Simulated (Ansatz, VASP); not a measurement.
# Two plane-wave programs on Ag

Contents of INCAR:

```
ALGO = Normal ; DIPOL = 0.5 0.5 0.500
EDIFF = 1E-6 ; ENCUT = 520
GGA = PS ; IDIPOL = 3
ISIF = 2 ; ISMEAR = 1
LASPH = T ; LCHARG = T
LDIPOL = T ; LELF = T
LREAL = F ; LVACPOTAV = T
LVHAR = T ; LWAVE = F
NBANDS = 48 ; NELM = 60
PREC = Accurate ; SIGMA = 0.1
```

Contents of KPOINTS:

```
k-points
0
Gamma
  13 13 1
```

The input POSCAR:

```
Ag
1.0
    2.8663098920      0.0000000000      0.0000000000
    1.4331549460      2.4822971810      0.0000000000
    0.0000000000      0.0000000000     30.0419933590
Ag
7
Direct
    0.0000000000      0.0000000000      0.2662939141
    0.3333333333      0.3333333333      0.3441959428
    0.6666666667      0.6666666667      0.4220979714
    0.0000000000      0.0000000000      0.5000000000
    0.3333333333      0.3333333333      0.5779020286
    0.6666666667      0.6666666667      0.6558040572
    0.0000000000      0.0000000000      0.7337060859
```

Input for Ansatz:

```yaml
crystal:
  lattice:
    - [2.866309892, 0.0, 0.0]
    - [1.433154946, 2.482297181, 0.0]
    - [0.0, 0.0, 30.041993359]
  atoms:
    - { symbol: Ag, position: [0.0, 0.0, 0.2662939141] }
    - { symbol: Ag, position: [0.3333333333, 0.3333333333, 0.3441959428] }
    - { symbol: Ag, position: [0.6666666667, 0.6666666667, 0.4220979714] }
    - { symbol: Ag, position: [0.0, 0.0, 0.5] }
    - { symbol: Ag, position: [0.3333333333, 0.3333333333, 0.5779020286] }
    - { symbol: Ag, position: [0.6666666667, 0.6666666667, 0.6558040572] }
    - { symbol: Ag, position: [0.0, 0.0, 0.7337060859] }
kpoints:
  mp_grid: { grid: [13, 13, 1] }
scf:
  occupations: { method: cold, width: 0.1 }
hamiltonian:
  xc: pbesol
  pseudopotentials: { kind: paw }
output:
  forces: true
  stress: false
  populations: false
efield:
  axis: 3
  dipole_correction: true
```

Alike in both runs: task single point; functional PBEsol; k mesh 13 × 13 × 1; no spin polarisation.

```csv
,VASP,Ansatz
version,VASP 6.6.1,Ansatz 0.2.0
potentials or method,"VASP PAW PBE potentials, release 64 (Ag)","plane-wave PAW, scalar-relativistic"
plane-wave cutoff (eV),520,420
occupations,"methfessel-paxton of order 1, width 0.1 eV","cold, width 0.1 eV"
valence electrons in the cell,77,133
```

VASP gave:

```
rms of the force components (eV/Å)         : 0.012
work function, face that differs most (eV) : 4.52
```

What did Ansatz give for the same quantities?

rms of the force components (eV/Å): 0.011; work function, face that differs most (eV): 4.53.

VASP's potentials were made for PBE, not for PBEsol. Atom by atom the forces differ by 0.002 eV/Å (rms over components). VASP's potentials hold 77 valence electrons a cell and Ansatz's 133, so a difference there can come from the potentials and not from the codes.
